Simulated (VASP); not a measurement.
# Si24W11 (a cell with a defect) in VASP: single point with PBE

Aim: the single point of Si24W11 (a cell with a defect) with PBE.

Program: VASP 6.6.1. These are calculated values, not measurements. Logs are shortened: lines on timing, memory, paths and dates and some standing lists are left out, and cuts for length are marked.

### 1 The cell of the first run

The cell holds a defect, 35 atoms: a = 9.097 Å, b = 9.097 Å, c = 13.646 Å, α = 138.42°, β = 138.42°, γ = 60.26°.

### 2 Single point, PBE

INCAR reads:

```
SYSTEM = Si24W11
ALGO = Normal
EDIFF = 1E-6
ENCUT = 520
GGA = PE
ISIF = 2
ISMEAR = 1
LASPH = .True.
LCHARG = .False.
LREAL = Auto
LWAVE = .False.
NBANDS = 148
NELM = 100
PREC = Accurate
SIGMA = 0.1
```

KPOINTS reads:

```
k-points
0
Gamma
  3 3 2
  0 0 0
```

POSCAR reads:

```
Si24W11
1.0
   -3.2292007300      3.2292007300      7.8679106400
    3.2292007300     -3.2292007300      7.8679106400
    4.8438010900      4.8438010900    -11.8018659700
Si W
24 11
Direct
    0.1593765949      0.1840975729      0.0042743291
    0.3242827625      0.3429146175      0.0031275025
    0.1819209816      0.1819251622      0.3480852060
    0.3407514983      0.3428792694      0.3476769522
    0.1806704776      0.1690134134      0.6747841084
    0.3547005618      0.3364138386      0.6775357697
    0.1557983938      0.6700545949     -0.0059673177
    0.3289806118      0.8437183562      0.0025194057
    0.1700694254      0.6691150515      0.3362789821
    0.2926134729      0.7959793631      0.2922166856
    0.1837467012      0.6699521530      0.6723211667
    0.3410186234      0.8276103937      0.6723776306
    0.6663113809      0.1746147870      0.0037237285
    0.8205237848      0.3349536295     -0.0091237231
    0.6638200590      0.1693970939      0.3307355051
    0.8396536253      0.3387154256      0.3375266593
    0.6365119650      0.0945860687      0.6160910501
    0.8346423580      0.3147689774      0.6448224116
    0.6598583575      0.6934104680      0.0127246142
    0.8246651291      0.8441852844      0.0036319617
    0.6708860389      0.6671409945      0.3367953121
    0.8395732308      0.8408823783      0.3395260188
    0.6740660098      0.6668828082      0.6746837740
    0.8442172311      0.8291348611      0.6744781504
   -0.0038201533      0.0070653577      0.0023071757
    0.0051500350      0.0056224429      0.3385920416
   -0.0011086936      0.0062892671      0.6700839774
   -0.1241754091      0.4671360824     -0.0950591264
    0.0006160706      0.5056662784      0.3341244758
    0.0045177473      0.4996049635      0.6659771820
    0.4976879951      0.0153783990      0.0069634362
    0.4947554938     -0.0054902744      0.3253804132
    0.4990661092     -0.0060200209      0.6668129925
    0.4988168213      0.5126731913      0.0077752986
    0.5028333673      0.5019698409      0.3365719338
```

Potentials or basis: VASP PAW PBE potentials, release 64 (Si, W_sv).

Command:

```sh
$ cat potpaw_PBE.64/Si/POTCAR potpaw_PBE.64/W_sv/POTCAR > POTCAR
$ mpirun -np 1 vasp_std > vasp.out
```

OUTCAR:

```text
SYSTEM = Si24W11
   EDIFF = 1E-6
   ENCUT = 520
   GGA = PE
   ISIF = 2
   ISMEAR = 1
   LASPH = .True.
   LREAL = Auto
   NELM = 100
   PREC = Accurate

 ion  position               nearest neighbor table
   1  0.159  0.184  0.004-   2 2.56  14 2.60  35 2.61  27 2.63  24 2.65  25 2.65  31 2.66   8 2.68
                             4 2.73  28 2.92   9 3.14
   2  0.324  0.343  0.003-   1 2.56  31 2.61  27 2.62  35 2.62   7 2.64   5 2.64  21 2.65  34 2.65
                            13 2.70  10 2.97  28 3.04
   3  0.182  0.182  0.348-   4 2.52  32 2.61   6 2.61  16 2.64  29 2.64  26 2.67  25 2.68  20 2.75
                            10 2.75  17 3.09  11 3.14
   4  0.341  0.343  0.348-   3 2.52  23 2.60  29 2.61  32 2.62   9 2.65  15 2.66  35 2.66  25 2.69
                             1 2.73  12 3.14  18 3.14
   5  0.181  0.169  0.675-  33 2.56  18 2.57  34 2.62   2 2.64  22 2.64  26 2.65   6 2.65  27 2.66
                            30 2.66  12 2.68  13 3.14
   6  0.355  0.336  0.678-   3 2.61  19 2.63  17 2.64  33 2.65  34 2.65   5 2.65  11 2.67  26 2.69
                            30 2.70  14 3.03
   7  0.156  0.670  0.994-  10 2.51  25 2.61  30 2.62  32 2.62   8 2.63  34 2.63   2 2.64  20 2.67
                            18 2.68  28 2.84  23 3.09
   8  0.329  0.844  0.003-  19 2.55  32 2.58  15 2.61  31 2.63  25 2.63   7 2.63  30 2.64  34 2.65
                            11 2.66   1 2.68  24 3.11
   9  0.170  0.669  0.336-  10 2.50  33 2.58  29 2.59  35 2.63  22 2.63  26 2.64   4 2.65  12 2.68
                            14 2.70   1 3.14  28 3.21
  10  0.293  0.796  0.292-   9 2.50   7 2.51  17 2.55  26 2.57  35 2.61  21 2.74   3 2.75  32 2.77
                            33 2.85   2 2.97  28 2.98  20 3.08
  11  0.184  0.670  0.672-  12 2.48  31 2.61  29 2.64   8 2.66   6 2.67  16 2.67  27 2.67  30 2.68
                            24 2.70  19 3.12   3 3.14
  12  0.341  0.828  0.672-  11 2.48  31 2.61  23 2.62  33 2.62  29 2.62  13 2.66   9 2.68   5 2.68
                            27 2.69  20 3.11   4 3.14
  13  0.666  0.175  0.004-  20 2.61  25 2.61  31 2.62  33 2.62  16 2.62  29 2.63  14 2.63  34 2.65
                            12 2.66   2 2.70   5 3.14
  14  0.821  0.335  0.991-  28 2.58   1 2.60  33 2.62  13 2.63  34 2.64  25 2.66  29 2.68   9 2.70
                            19 2.71  17 2.80   6 3.03
  15  0.664  0.169  0.331-  18 2.48  31 2.57  35 2.59   8 2.61  16 2.64  32 2.64  22 2.65  30 2.65
                            26 2.65   4 2.66  19 3.06
  16  0.840  0.339  0.338-  21 2.60  30 2.61  29 2.62  13 2.62  31 2.63  15 2.64  26 2.64   3 2.64
                            35 2.66  11 2.67
  17  0.637  0.095  0.616-  24 2.48  33 2.50  28 2.50  32 2.52  10 2.55  27 2.58   6 2.64  14 2.80
                            21 2.85  18 2.96   3 3.09
  18  0.835  0.315  0.645-  28 2.41  15 2.48  30 2.55   5 2.57  27 2.60  32 2.61  23 2.62   7 2.68
                            17 2.96  22 3.03   4 3.14
  19  0.660  0.693  0.013-  28 2.46   8 2.55  31 2.58  22 2.58  20 2.59  26 2.60   6 2.63  34 2.63
[... 19 lines left out ...]
  29  0.001  0.506  0.334-   9 2.59   4 2.61  22 2.62  12 2.62  16 2.62  21 2.62  13 2.63  11 2.64
                             3 2.64  14 2.68  25 3.20  34 3.22  27 3.25
  30  0.005  0.500  0.666-  18 2.55  24 2.55  16 2.61   7 2.62   8 2.64  15 2.65  23 2.66   5 2.66
                            11 2.68   6 2.70  26 3.18  34 3.21  35 3.22  25 3.30
  31  0.498  0.015  0.007-  15 2.57  19 2.58  20 2.60  12 2.61  11 2.61   2 2.61  13 2.62   8 2.63
                            16 2.63   1 2.66  35 3.15  27 3.21  26 3.28
  32  0.495  0.995  0.325-  17 2.52   8 2.58   3 2.61  18 2.61   7 2.62   4 2.62  22 2.64  15 2.64
                            21 2.65  10 2.77  34 3.11  25 3.22  27 3.26
  33  0.499  0.994  0.667-  17 2.50   5 2.56   9 2.58  12 2.62  14 2.62  13 2.62  23 2.63   6 2.65
                            24 2.68  10 2.85  25 3.19  35 3.20  26 3.22  34 3.33
  34  0.499  0.513  0.008-  21 2.61   5 2.62   7 2.63  19 2.63  22 2.64  14 2.64   8 2.65  13 2.65
                             6 2.65   2 2.65  32 3.11  30 3.21  29 3.22  33 3.33
  35  0.503  0.502  0.337-  15 2.59  10 2.61   1 2.61  21 2.62   2 2.62   9 2.63  24 2.64  16 2.66
                             4 2.66  23 2.68  31 3.15  33 3.20  30 3.22

  Warning from LATTYP: Got some problem with cell dimensions!
  Tried to take original basis but could not verify dimensions!
  LATTYP: Found a base centered monoclinic cell.
 ALAT       =    15.7358212800
 B/A-ratio  =     0.5804310289
 C/A-ratio  =     0.5020023408
 COS(beta)  =    -0.4980056447

  Lattice vectors:

 A1 = (   3.2292007300,  -3.2292007300,  -7.8679106400)
 A2 = (  -3.2292007300,   3.2292007300,  -7.8679106400)
 A3 = (   4.8438010900,   4.8438010900,   3.9339553100)

Analysis of symmetry for initial positions (statically):
=====================================================================
 Subroutine PRICEL returns:
 Original cell was already a primitive cell.

 Routine SETGRP: Setting up the symmetry group for a
 base centered monoclinic supercell.

 Subroutine GETGRP returns: Found  1 space group operations
 (whereof  1 operations were pure point group operations)
 out of a pool of  4 trial point group operations.

The static configuration has the point symmetry C_1 .

[... 149 lines left out ...]

 Found     10 irreducible k-points:

 Following reciprocal coordinates:
            Coordinates               Weight
  0.000000  0.000000  0.000000      1.000000
  0.333333 -0.000000  0.000000      2.000000
  0.000000 -0.333333  0.000000      2.000000
  0.333333  0.333333  0.000000      2.000000
 -0.333333  0.333333  0.000000      2.000000
  0.000000  0.000000  0.500000      1.000000
  0.333333 -0.000000  0.500000      2.000000
  0.000000 -0.333333  0.500000      2.000000
  0.333333  0.333333  0.500000      2.000000
 -0.333333  0.333333  0.500000      2.000000
   k-points           NKPTS =     10   k-points in BZ     NKDIM =     10   number of bands    NBANDS=    148
   number of dos      NEDOS =    301   number of ions     NIONS =     35
   total plane-waves  NPLWV = 529200
   dimension x,y,z NGX =    70 NGY =   70 NGZ =  108
   dimension x,y,z NGXF=   140 NGYF=  140 NGZF=  216
   ions per type =              24  11
   NGX,Y,Z   is equivalent  to a cutoff of  12.79, 12.79, 13.16 a.u.
   NGXF,Y,Z  is equivalent  to a cutoff of  25.58, 25.58, 26.32 a.u.
 SYSTEM =  Si24W11
   PREC   = accura    normal or accurate (medium, high low for compatibility)
   ISTART =      0    job   : 0-new  1-cont  2-samecut
   ICHARG =      2    charge: 1-file 2-atom 10-const
   ISPIN  =      1    spin polarized calculation?
   LNONCOLLINEAR =      F non collinear calculations
   LSORBIT =      F    spin-orbit coupling
   LASPH  =      T    aspherical Exc in radial PAW
   ENCUT  =  520.0 eV  38.22 Ry    6.18 a.u.  16.91 16.91 25.37*2*pi/ulx,y,z
   NELM   =    100;   NELMIN=  2; NELMDL= -5     # of ELM steps
   EDIFF  = 0.1E-05   stopping-criterion for ELM
   LREAL  =      T    real-space projection
   EDIFFG = 0.1E-04   stopping-criterion for IOM
   NSW    =      0    number of steps for IOM
   IBRION =     -1    ionic relax: 0-MD 1-quasi-New 2-CG
   NFREE  =      0    steps in history (QN), initial steepest desc. (CG)
   ISIF   =      2    stress and relaxation
   ISYM   =      2    0-nonsym 1-usesym 2-fastsym
   POTIM  = 0.5000    time-step for ionic-motion
   TEBEG  =    0.0;   TEEND  =   0.0 temperature during run
   PSTRESS=    0.0 pullay stress
   NELECT =     250.0000    total number of electrons
   NUPDOWN=      -1.0000    fix difference up-down
   EMIN   =  10.00;   EMAX   =-10.00  energy-range for DOS
   EFERMI =   0.00;   METHOD = LEGACY
   ISMEAR =     1;   SIGMA  =   0.10  broadening in eV -4-tet -1-fermi 0-gaus
   EFERMI_NEDOS =   21; number of points for ismear=-14 and -15
   IALGO  =     38    algorithm
   IMIX   =      4    mixing-type and parameters
     AMIX     =   0.40;   BMIX     =  1.00
     AMIX_MAG =   1.60;   BMIX_MAG =  1.00
  volume/ion in A,a.u.               =      14.06        94.91
  Fermi-wavevector in a.u.,A,eV,Ry     =   1.306135  2.468236 23.211368  1.705987
  Thomas-Fermi vector in A             =   2.436957
   LORBIT       =      0    0 simple, 1 ext, 2 COOP (PROOUT), +10 PAW based schemes
   GGA     = PE    functional components
   LHFCALC =     F    Hartree Fock is set to
   AEXX    =    0.0000 exact exchange contribution
   IVDW    =     0    specifies the selected vdW correction
   LEPSILON=     F    determine dielectric tensor
   LRPA    =     F    only Hartree local field effects (RPA)
 non-spin polarized calculation
 Methfessel and Paxton  Order N= 1 SIGMA  =   0.10
  energy-cutoff  :      520.00
  volume of cell :      492.27
 maximum number of plane-waves:     13271
 NGX is ok and might be reduce to    70
   NGX = 33   NGY = 33   NGZ = 51

 number of electron     250.0000003 magnetization

 Free energy of the ion-electron system (eV)
  ---------------------------------------------------
  ext. energy  EPLUGINS =         0.00000000
  ---------------------------------------------------
  free energy    TOTEN  =      -277.96805434 eV

  energy without entropy =     -277.96165388  energy(sigma->0) =     -277.96592085

 E-fermi :  11.1572     XC(G=0): -12.2289

 val. band max:       11.1253472203   @ k =  -0.3333   0.3333   0.0000
 cond. band min:      11.1797315332   @ k =   0.0000  -0.3333   0.5000
 fundamental gap:      0.0543843130
 Fermi energy:        11.1572013227

 k-point     1 :       0.0000    0.0000    0.0000
  band No.  band energies     occupation
      1     -62.7184      2.00000
      2     -62.6811      2.00000
      3     -62.6729      2.00000
      4     -62.6456      2.00000
      5     -62.6396      2.00000
      6     -62.6345      2.00000
[... 1389 lines left out ...]
    136      12.7528     -0.00000
    137      12.9144     -0.00000
 [bands above 137 left out]

------------------------ aborting loop because EDIFF is reached ----------------------------------------

  FORCE on cell =-STRESS in cart. coord.  units (eV):
  Direction    XX          YY          ZZ          XY          YZ          ZX
  --------------------------------------------------------------------------------------
  -------------------------------------------------------------------------------------
  Total        3.8789973     -0.4718530      7.2505719      0.1908186     -2.0829772     -1.4003797
  in kB       12.6249396     -1.5357359     23.5983747      0.6210557     -6.7794481     -4.5578038
  external PRESSURE =      11.5625261 kB  Pullay stress =       0.0000000 kB

 VOLUME and BASIS-vectors are now :
 -----------------------------------------------------------------------------
  energy-cutoff  :      520.00
  volume of cell :      492.27
      direct lattice vectors                 reciprocal lattice vectors
    -3.229200730  3.229200730  7.867910640     0.000000000  0.154837077  0.063549273
     3.229200730 -3.229200730  7.867910640     0.154837077  0.000000000  0.063549273
     4.843801090  4.843801090-11.801865970     0.103224718  0.103224718  0.000000000

 POSITION                                       TOTAL-FORCE (eV/Angst)
 -----------------------------------------------------------------------------------
      0.10053     -0.05913      2.65198        -0.079620     -0.133404     -0.086106
      0.07531     -0.04502      5.21254        -0.114170     -0.152269     -0.038023
      1.68607      1.68604     -1.24535        -0.051563     -0.029848     -0.075321
      1.69095      1.67721      1.27551        -0.081652     -0.003320     -0.028650
      3.23088      3.30616     -5.21243        -0.009289     -0.292196     -0.008635
      3.22280      3.34090     -2.55856         0.002454     -0.224940     -0.129886
[... 27 lines left out ...]
      0.08241     -0.00708      7.86655        -0.121309     -0.252345     -0.035742
      1.62750      1.63308      3.93353        -0.094874     -0.026271      0.010754
 -----------------------------------------------------------------------------------
    total drift:                               -0.007034     -0.003528     -0.000656

  FREE ENERGIE OF THE ION-ELECTRON SYSTEM (eV)
  ---------------------------------------------------
  free  energy   TOTEN  =      -277.9680543365 eV

  energy  without entropy=     -277.9616538771  energy(sigma->0) =     -277.96592085
```

Wall time 74 min (1 thread of Oxide Virtual Turin-like, shared host); peak memory 1.2 GiB.

Results:

- Free energy: -277.9681 eV
- Pressure: 1.2 GPa
- Largest force: 5.111 eV/Å
- Band gap on the k mesh: zero (bands 125 and 126 overlap by 0.19 eV)

Forces in eV/Å, atoms in the order of the input:
```
Si  -0.080 -0.133 -0.086
Si  -0.114 -0.152 -0.038
Si  -0.052 -0.030 -0.075
Si  -0.082 -0.003 -0.029
Si  -0.009 -0.292 -0.009
Si   0.002 -0.225 -0.130
Si  -0.111 -0.282 -0.080
Si  -0.062 -0.162 -0.041
Si  -0.040 -0.092 -0.129
Si   0.306  0.336  0.179
Si  -0.152  0.044 -0.106
Si  -0.110  0.054  0.034
Si  -0.016 -0.084  0.017
Si   0.050  0.039 -0.392
Si  -0.079 -0.079 -0.114
Si  -0.041 -0.043 -0.029
Si   1.254  0.011  0.857
Si   0.131 -0.460 -0.542
Si  -0.362 -0.417 -0.104
Si   0.024 -0.459  0.181
Si   0.029 -0.057 -0.021
Si  -0.105 -0.145 -0.099
Si   0.003 -0.216  0.156
Si   0.045 -0.310  0.100
W   -0.083 -0.137 -0.018
W   -0.434 -0.276 -0.186
W   -0.253 -0.066  0.018
W    1.018  4.908  0.997
W   -0.102  0.011 -0.096
W    0.038 -0.286 -0.215
W   -0.040 -0.134 -0.042
W   -0.380 -0.271 -0.227
W    0.024 -0.312  0.295
W   -0.121 -0.252 -0.036
W   -0.095 -0.026  0.011
```

Stress tensor (GPa, compression positive):
```
 1.26  0.06 -0.46
 0.06 -0.15 -0.68
-0.46 -0.68  2.36
```

Levels at points of the mesh, in eV from the Fermi level:
```
           k point  band 121  band 122  band 123  band 124  band 125  band 126  band 127  band 128  band 129  band 130
(0.00, 0.00, 0.00)     -0.68     -0.54     -0.43     -0.34     -0.06      0.04      0.53      0.93      0.98      1.16
(0.00, 0.00, 0.50)     -0.85     -0.65     -0.61     -0.47     -0.43     -0.16      0.18      0.71      0.81      0.94
```

Caveat: spin-orbit coupling is left out, which moves the levels of the heavy elements.
